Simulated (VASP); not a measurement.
# LiH (P6_3/mmc) in VASP: further runs, part 2 of 2

VASP 6.6.1. Earlier steps stand in the parts before.

### 3 G0W0 quasiparticle levels, PBE

Contents of POSCAR:

```
LiH
1.0
    3.2548234050      0.0000000000      0.0000000000
   -1.6274117025      2.8187597536      0.0000000000
    0.0000000000      0.0000000000      4.0690682714
Li H
2 2
Direct
    0.3333333333      0.6666666667      0.2500000000
    0.6666666667      0.3333333333      0.7500000000
    0.6666666667      0.3333333333      0.2500000000
    0.3333333333      0.6666666667      0.7500000000
```

Contents of INCAR.step1:

```
SYSTEM = LiH
ALGO = Normal ; EDIFF = 1E-8
ENCUT = 500 ; GGA = PE
ISMEAR = 0 ; LASPH = .True.
LCHARG = .False. ; LREAL = .False.
LWAVE = .True. ; NELM = 100
PREC = Accurate ; SIGMA = 0.01
```

Contents of INCAR.step2:

```
SYSTEM = LiH
ALGO = Exact ; EDIFF = 1E-8
ENCUT = 500 ; GGA = PE
ISMEAR = 0 ; ISTART = 1
LASPH = .True. ; LCHARG = .False.
LOPTICS = .True. ; LREAL = .False.
LWAVE = .True. ; NBANDS = 62
NELM = 1 ; PREC = Accurate
SIGMA = 0.01
```

Contents of INCAR.step3:

```
SYSTEM = LiH
ALGO = EVGW0 ; EDIFF = 1E-8
ENCUT = 500 ; ENCUTGW = 80.0
GGA = PE ; ISMEAR = 0
ISTART = 1 ; LASPH = .True.
LCHARG = .False. ; LREAL = .False.
LWAVE = .False. ; NBANDS = 62
NBANDSGW = 10 ; NELMGW = 1
NOMEGA = 96 ; OMEGAMAX = 20
PREC = Accurate ; PRECFOCK = Fast
SIGMA = 0.01
```

Contents of KPOINTS:

```
k-points
0
Gamma
  6 6 6
  0 0 0
```

Potentials or basis: VASP PAW PBE potentials, release 64 (Li_GW, H_GW).

On the command line:

```bash
$ cat potpaw_PBE.64/Li_GW/POTCAR potpaw_PBE.64/H_GW/POTCAR > POTCAR
$ cp INCAR.step1 INCAR
$ mpirun -np 1 vasp_std > vasp.out
$ cp INCAR.step2 INCAR
$ mpirun -np 1 vasp_std > vasp.out
$ cp INCAR.step3 INCAR
$ mpirun -np 1 vasp_std > vasp.out
```

OUTCAR:

```text
SYSTEM = LiH
   EDIFF = 1E-8
   ENCUT = 500
   ENCUTGW = 80.0
   GGA = PE
   ISMEAR = 0
   ISTART = 1
   LASPH = .True.
   LREAL = .False.
   NELMGW = 1
   PREC = Accurate
   PRECFOCK = Fast

 ion  position               nearest neighbor table
   1  0.333  0.667  0.250-   3 1.88   3 1.88   3 1.88   4 2.03   4 2.03   2 2.77   2 2.77   2 2.77
                             2 2.77   2 2.77   2 2.77
   2  0.667  0.333  0.750-   4 1.88   4 1.88   4 1.88   3 2.03   3 2.03   1 2.77   1 2.77   1 2.77
                             1 2.77   1 2.77   1 2.77
   3  0.667  0.333  0.250-   1 1.88   1 1.88   1 1.88   2 2.03   2 2.03
   4  0.333  0.667  0.750-   2 1.88   2 1.88   2 1.88   1 2.03   1 2.03

  LATTYP: Found a hexagonal cell.
 ALAT       =     3.2548234050
 C/A-ratio  =     1.2501656050

  Lattice vectors:

 A1 = (   3.2548234050,   0.0000000000,   0.0000000000)
 A2 = (  -1.6274117025,   2.8187597536,   0.0000000000)
 A3 = (   0.0000000000,   0.0000000000,   4.0690682714)

Analysis of symmetry for initial positions (statically):
=====================================================================
 Subroutine PRICEL returns:
 Original cell was already a primitive cell.

 Routine SETGRP: Setting up the symmetry group for a
 hexagonal supercell.

 Subroutine GETGRP returns: Found 24 space group operations
 (whereof 12 operations were pure point group operations)
 out of a pool of 24 trial point group operations.

The static configuration has the point symmetry D_3d.
 The point group associated with its full space group is D_6h.

Analysis of symmetry for dynamics (positions and initial velocities):
=====================================================================
 Subroutine PRICEL returns:
 Original cell was already a primitive cell.

 Routine SETGRP: Setting up the symmetry group for a
 hexagonal supercell.

 Subroutine GETGRP returns: Found 24 space group operations
 (whereof 12 operations were pure point group operations)
 out of a pool of 24 trial point group operations.

The dynamic configuration has the point symmetry D_3d.
 The point group associated with its full space group is D_6h.

 Subroutine INISYM returns: Found 24 space group operations
 (whereof 12 operations are pure point group operations),
 and found     1 'primitive' translations

----------------------------------------------------------------------------------------

                                     Primitive cell

  volume of cell :      37.3319

  direct lattice vectors                    reciprocal lattice vectors
     3.254823405  0.000000000  0.000000000     0.307236331  0.177382978  0.000000000
    -1.627411702  2.818759754  0.000000000     0.000000000  0.354765956  0.000000000
     0.000000000  0.000000000  4.069068271     0.000000000  0.000000000  0.245756506

  length of vectors
     3.254823405  3.254823405  4.069068271     0.354765956  0.354765956  0.245756506

  position of ions in fractional coordinates (direct lattice)
     0.333333333  0.666666667  0.250000000
     0.666666667  0.333333333  0.750000000
     0.666666667  0.333333333  0.250000000
     0.333333333  0.666666667  0.750000000

  ion indices of the primitive-cell ions
[... 26 lines left out ...]

 Subroutine IBZKPT returns following result:
 ===========================================

 Found     28 irreducible k-points:

 Following reciprocal coordinates:
            Coordinates               Weight
  0.000000  0.000000  0.000000      1.000000
  0.166667 -0.000000  0.000000      6.000000
  0.333333 -0.000000  0.000000      6.000000
  0.500000 -0.000000  0.000000      3.000000
  0.166667  0.166667  0.000000      6.000000
  0.333333  0.166667  0.000000     12.000000
[... 16 lines left out ...]
  0.166667 -0.000000  0.500000      6.000000
  0.333333 -0.000000  0.500000      6.000000
 [... further k-points ...]
   k-points           NKPTS =     28   k-points in BZ     NKDIM =    216   number of bands    NBANDS=     62
   number of dos      NEDOS =    301   number of ions     NIONS =      4
   total plane-waves  NPLWV =  17280
   dimension x,y,z NGX =    24 NGY =   24 NGZ =   30
   dimension x,y,z NGXF=    48 NGYF=   48 NGZF=   60
   ions per type =               2   2
   NGX,Y,Z   is equivalent  to a cutoff of  12.26, 12.26, 12.26 a.u.
   NGXF,Y,Z  is equivalent  to a cutoff of  24.52, 24.52, 24.51 a.u.
 SYSTEM =  LiH
   PREC   = accura    normal or accurate (medium, high low for compatibility)
   ISTART =      1    job   : 0-new  1-cont  2-samecut
   ICHARG =      0    charge: 1-file 2-atom 10-const
   ISPIN  =      1    spin polarized calculation?
   LNONCOLLINEAR =      F non collinear calculations
   LSORBIT =      F    spin-orbit coupling
   LASPH  =      T    aspherical Exc in radial PAW
   ENCUT  =  500.0 eV  36.75 Ry    6.06 a.u.   5.93  5.93  7.42*2*pi/ulx,y,z
   NELM   =     60;   NELMIN=  2; NELMDL=  0     # of ELM steps
   EDIFF  = 0.1E-07   stopping-criterion for ELM
   LREAL  =      F    real-space projection
   EDIFFG = 0.1E-06   stopping-criterion for IOM
   NSW    =      0    number of steps for IOM
   IBRION =     -1    ionic relax: 0-MD 1-quasi-New 2-CG
   NFREE  =      0    steps in history (QN), initial steepest desc. (CG)
   ISIF   =      0    stress and relaxation
   ISYM   =      3    0-nonsym 1-usesym 2-fastsym
   POTIM  = 0.5000    time-step for ionic-motion
   TEBEG  =    0.0;   TEEND  =   0.0 temperature during run
   PSTRESS=    0.0 pullay stress
   NELECT =       4.0000    total number of electrons
   NUPDOWN=      -1.0000    fix difference up-down
   EMIN   =  10.00;   EMAX   =-10.00  energy-range for DOS
   EFERMI =   0.00;   METHOD = LEGACY
   ISMEAR =     0;   SIGMA  =   0.01  broadening in eV -4-tet -1-fermi 0-gaus
   EFERMI_NEDOS =   21; number of points for ismear=-14 and -15
   IALGO  =     38    algorithm
   IMIX   =      4    mixing-type and parameters
     AMIX     =   0.40;   BMIX     =  1.00
     AMIX_MAG =   1.60;   BMIX_MAG =  1.00
  volume/ion in A,a.u.               =       9.33        62.98
  Fermi-wavevector in a.u.,A,eV,Ry     =   0.777561  1.469378  8.226105  0.604602
  Thomas-Fermi vector in A             =   1.880274
   LORBIT       =      0    0 simple, 1 ext, 2 COOP (PROOUT), +10 PAW based schemes
   GGA     = PE    functional components
   LHFCALC =     T    Hartree Fock is set to
   PRECFOCK=fast      Normal, Fast or Accurate (Low or Medium for compatibility)
   ENCUT4O =  -1.0   cutoff for four orbital integrals eV
   NKREDX  =     1    reduce k-point grid by
   NKREDY  =     1    reduce k-point grid by
   NKREDZ  =     1    reduce k-point grid by
   AEXX    =    1.0000 exact exchange contribution
   HFSCREEN=    0.0000 screening length (either q_TF or 0.3 A-1)
   HFSCREENC=   0.0000 screening length for correlation (either q_TF or 0.3 A-1)
   ENCUTFOCK=  -1.0 apply spherical cutoff to Coloumb kernel
   IVDW    =     0    specifies the selected vdW correction
   LEPSILON=     F    determine dielectric tensor
   LRPA    =     F    only Hartree local field effects (RPA)
   LRPAFORCE           =     F    calculate RPA forces
   ENCUTGW             =  80.0    cutoff for response function in eV
   ENCUTGWSOFT         =  64.0    soft cutoff for Coulomb kernel in GW response function in eV
   ENCUTLF             =  -1.0    cutoff for local field effects
   NELMGW              =     1    number of iterations in solving QP/BSE equation
   NELMHF              =     1    number of iterations in the inner HF iteration
   NKREDLFX            =     1    NKREDLFY  =   1   NKREDLFZ  =   1
 non-spin polarized calculation
 Gauss-broadening in eV      SIGMA  =   0.01
  energy-cutoff  :      500.00
  volume of cell :       37.33
 maximum number of plane-waves:       960
 NGX is ok and might be reduce to    24
  NGX = 14; NGY = 14; NGZ = 18
   NGX = 11   NGY = 11   NGZ = 15
 maximum number of plane-waves:        78
 NGX is ok and might be reduce to    10

 QP shifts <psi_nk| G(iteration)W_0 |psi_nk>: iteration 1
 for sc-GW calculations column KS-energies equals QP-energies in previous step
 and V_xc(KS)=  KS-energies - (<T + V_ion + V_H > + <T+V_H+V_ion>^1  + <V_x>^1)

 k-point   1 :       0.0000    0.0000    0.0000
  band No.  KS-energies  QP-energies   sigma(KS)   V_xc(KS)     V^pw_x(r,r')   Z            occupation Imag(sigma)

      1      -7.7891      -9.2960     -11.3338      -9.0797     -14.7064       0.6685       2.0000       0.1980
      2      -2.5371      -3.7843     -12.8684     -11.2423     -14.4337       0.7670       2.0000       0.0463
      3       0.5309       1.2923      -6.1750      -7.1237      -3.2074       0.8026       0.0000      -0.0535
      4       8.1555       9.2532      -6.2172      -7.6619      -2.0241       0.7599       0.0000      -0.2067
      5       8.1555       9.2532      -6.2172      -7.6619      -2.0241       0.7599       0.0000      -0.2067
      6       8.8702       9.6011      -8.0294      -8.9937      -3.4082       0.7580       0.0000      -0.5959
      7      10.8564      11.4557      -5.8740      -6.6789      -1.0887       0.7445       0.0000      -0.5771
      8      10.8564      11.4557      -5.8740      -6.6789      -1.0887       0.7445       0.0000      -0.5771
      9      12.5583      13.1631      -6.6662      -7.4814      -1.7482       0.7419       0.0000      -0.7034
     10      15.2452      16.5782      -6.0969      -7.8495      -1.3193       0.7606       0.0000      -0.6284
[... 312 lines left out ...]
      1      -5.3850      -6.8014     -11.7741      -9.8250     -14.1446       0.7267       2.0000       0.0860
      2      -5.3850      -6.8014     -11.7741      -9.8250     -14.1446       0.7267       2.0000       0.0860
      3       2.9699       3.6757      -6.4500      -7.3580      -2.9747       0.7772       0.0000      -0.0800
      4       2.9699       3.6757      -6.4500      -7.3580      -2.9747       0.7772       0.0000      -0.0800
      5       7.4389       8.3994      -6.1041      -7.3660      -1.9103       0.7611       0.0000      -0.2185
      6       7.4389       8.3994      -6.1041      -7.3660      -1.9103       0.7611       0.0000      -0.2185
      7       8.8009       9.5763      -7.1372      -8.1860      -2.6041       0.7393       0.0000      -0.3944
      8       8.8009       9.5763      -7.1372      -8.1860      -2.6041       0.7393       0.0000      -0.3944
      9      12.9385      13.7956      -6.3239      -7.4756      -1.3462       0.7442       0.0000      -0.6827
     10      12.9385      13.7956      -6.3239      -7.4756      -1.3462       0.7442       0.0000      -0.6827

 [... further k-points ...]
```

Run time: 5.1 min. Hardware: 1 thread of Intel Xeon Platinum 8488C (Sapphire Rapids), shared host; peak memory 0.67 GiB.

What came out:

```
Quasiparticle gap                                   : 3.67 eV
Least direct quasiparticle gap                      : 5.08 eV
Band gap of the starting levels on the mesh         : 1.83 eV
Least direct gap of the starting levels on the mesh : 3.07 eV
```

Caveat: the k points lie up to 0.37 Å⁻¹ apart; bands, screening cutoff and mesh are small and nothing is extrapolated, so the quasiparticle values aren't converged.
